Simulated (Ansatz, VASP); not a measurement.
## CdS: VASP beside Ansatz

File POSCAR:

```
CdS
1.0
    0.0000000000      2.9392799568      2.9392799568
    2.9392799568      0.0000000000      2.9392799568
    2.9392799568      2.9392799568      0.0000000000
Cd S
1 1
Direct
    0.0000000000      0.0000000000      0.0000000000
    0.2500000000      0.2500000000      0.2500000000
```

INCAR.step1

```
SYSTEM = CdS
PREC     = Accurate       ! precision mode
ENCUT    = 520            ! plane-wave cutoff, eV
ISMEAR   = 0              ! smearing method
SIGMA    = 0.02           ! smearing width, eV
LREAL    = .False.        ! projectors in reciprocal space
LASPH    = .True.         ! aspherical terms in the spheres
NELM     = 80             ! most SCF steps
NBANDS   = 16             ! bands
GGA      = PE             ! functional
ALGO     = Normal         ! electronic algorithm
EDIFF    = 1E-4           ! SCF threshold, eV
LWAVE    = .True.         ! write WAVECAR
LCHARG   = .False.        ! write CHGCAR
```

File INCAR.step2:

```
SYSTEM = CdS
PREC     = Accurate       ! precision mode
ENCUT    = 520            ! plane-wave cutoff, eV
EDIFF    = 1E-6           ! SCF threshold, eV
ISMEAR   = 0              ! smearing method
SIGMA    = 0.02           ! smearing width, eV
LREAL    = .False.        ! projectors in reciprocal space
LASPH    = .True.         ! aspherical terms in the spheres
NELM     = 80             ! most SCF steps
ALGO     = Normal         ! electronic algorithm
ISIF     = 2              ! what is computed and relaxed
LWAVE    = .False.        ! write WAVECAR
LCHARG   = .False.        ! write CHGCAR
METAGGA  = R2SCAN         ! meta-GGA
LMIXTAU  = .True.       
NBANDS   = 16             ! bands
ISTART   = 1
```

Contents of KPOINTS:

```
Automatic mesh
0
Gamma
  8 8 8
  0 0 0
```

Input for Ansatz:

```yaml
crystal:
  lattice:
    - [0.0, 2.9392799527, 2.9392799527]
    - [2.9392799527, 0.0, 2.9392799527]
    - [2.9392799527, 2.9392799527, 0.0]
  atoms:
    - { symbol: Cd, position: [0.0, 0.0, 0.0] }
    - { symbol: S, position: [0.25, 0.25, 0.25] }
basis:
  ecutwfc: 500
kpoints:
  mp_grid: { grid: [8, 8, 8] }
  band_path:
    path:
      - [[0.0, 0.0, 0.0], [-0.5, -0.5, 0.0], [-0.375, -0.375, 0.25]]
      - [[-0.375, 0.0, 0.375], [0.0, 0.0, 0.0], [0.0, 0.0, 0.5], [-0.5, -0.25, 0.25], [-0.5, -0.5, 0.0]]
    npoints: 14
hamiltonian:
  xc: r2scan
scf:
  occupations: { method: gaussian, width: 0.02 }
  n_extra_bands: 6
output:
  forces: true
  stress: true
  eigenvalues: true
  populations: true
  dos: { projected: true, de: 0.02, nscf_kmesh: { grid: [12, 12, 12] } }
  bader: true
  write_density: true
  write_potential: true
  elf: true
  volumetric_format: npy
```

Alike in both runs: task single point; functional r2SCAN; k mesh 8 × 8 × 8; occupations gaussian, width 0.02 eV; no spin polarisation.

|  | VASP | Ansatz |
| --- | --- | --- |
| version | VASP 6.6.1 | Ansatz 0.2.0 |
| potentials or method | VASP PAW PBE potentials, release 64 (Cd, S), cutoff 520 eV | scalar-relativistic, plane waves, PAW |
| valence electrons in the cell | 18 | 26 |

Ansatz gave:

```
gap on the k mesh at the Fermi level (eV) : 1.54
least direct gap on the mesh (eV)         : 1.54
pressure (GPa)                            : 0.0
```

What did VASP give for the same quantities?

gap on the k mesh at the Fermi level (eV): 1.54; least direct gap on the mesh (eV): 1.54; pressure (GPa): 0.3.

VASP's potentials were made for PBE, not for r2SCAN. VASP's potentials hold 18 valence electrons a cell and Ansatz's 26, so a difference there can come from the potentials and not from the codes.
